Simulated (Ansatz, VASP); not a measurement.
BaTiO3: VASP beside Ansatz

File INCAR:

```
SYSTEM = BaTiO3
  PREC = Accurate
  ENCUT = 520
  EDIFF = 1E-6
  ISMEAR = -1
  SIGMA = 0.05
  LREAL = .False.
  LASPH = .True.
  NELM = 100
  ALGO = Normal
  ISIF = 2
  LWAVE = .False.
  LCHARG = .True.
  GGA = PE
  LELF = .True.
  LVHAR = .True.
  NBANDS = 28
```

The input KPOINTS:

```
regular mesh
0
Gamma
  8 8 8
  0 0 0
```

Contents of POSCAR:

```
BaTiO3
1.0
    3.9841000000      0.0398410000      0.0398410000
    0.0568285000      2.8655080000      2.8741705000
    0.0000875000     -2.8085920000      2.8174295000
Ba Ti O
1 1 3
Direct
    0.0000000000      0.0000000000      0.0000000000
    0.5000000000      0.5079000000      0.5079000000
    0.0000000000      0.4921000000      0.4921000000
    0.5000000000      0.5025100000      0.9937100000
    0.5000000000      0.9937100000      0.5025100000
```

Input for Ansatz:

```yaml
crystal:
  lattice:
    - [3.9841, 0.039841, 0.039841]
    - [0.0568285, 2.865508, 2.8741705]
    - [8.75e-05, -2.808592, 2.8174295]
  atoms:
    - { symbol: Ba, position: [0.0, 0.0, 0.0] }
    - { symbol: Ti, position: [0.5, 0.5079, 0.5079] }
    - { symbol: O, position: [0.0, 0.4921, 0.4921] }
    - { symbol: O, position: [0.5, 0.50251, 0.99371] }
    - { symbol: O, position: [0.5, 0.99371, 0.50251] }
kpoints:
  mp_grid: { grid: [8, 8, 8] }
  band_path:
    path:
      - [0.0, 0.0, 0.0]
      - [0.5, 0.0, 0.0]
      - [0.0, 0.0, 0.5]
      - [0.0, 0.0, 0.0]
      - [0.0, -0.5, 0.0]
      - [-0.5, -0.5, -0.5]
      - [0.0, 0.0, 0.0]
      - [0.0, -0.5, -0.5]
      - [-0.5, -0.5, 0.0]
    npoints: 5
scf:
  occupations: { method: fermi_dirac, width: 0.05 }
hamiltonian:
  xc: pbe
  pseudopotentials: { kind: all_electron, lapw: { basis_error: 0.001 } }
output:
  forces: true
  stress: true
  eigenvalues: true
```

Change from the starting cell: equal xy, yz and zx shear strains of +2 %.

Alike in both runs: task single point; functional PBE; k mesh 8 × 8 × 8; occupations fermi-dirac, width 0.05 eV; no spin polarisation.

|  | VASP | Ansatz |
| --- | --- | --- |
| version | VASP 6.6.1 | Ansatz 0.2.0 |
| potentials or method | VASP PAW PBE potentials, release 64 (Ba_sv, Ti_sv, O), cutoff 520 eV | all-electron LAPW, scalar-relativistic |

```csv
,VASP,Ansatz,Ansatz less VASP
pressure (GPa),3.9,2.1,-1.76
"traceless stress, the component that is largest in VASP (GPa)",-2.46,-2.39,+0.069
rms of the force components (eV/Å),0.091,0.096,+0.0046
```

Atom by atom the forces differ by 0.009 eV/Å (rms over components). Ansatz ran all-electron here, and VASP with PAW potentials.

Spin-orbit coupling is off throughout.
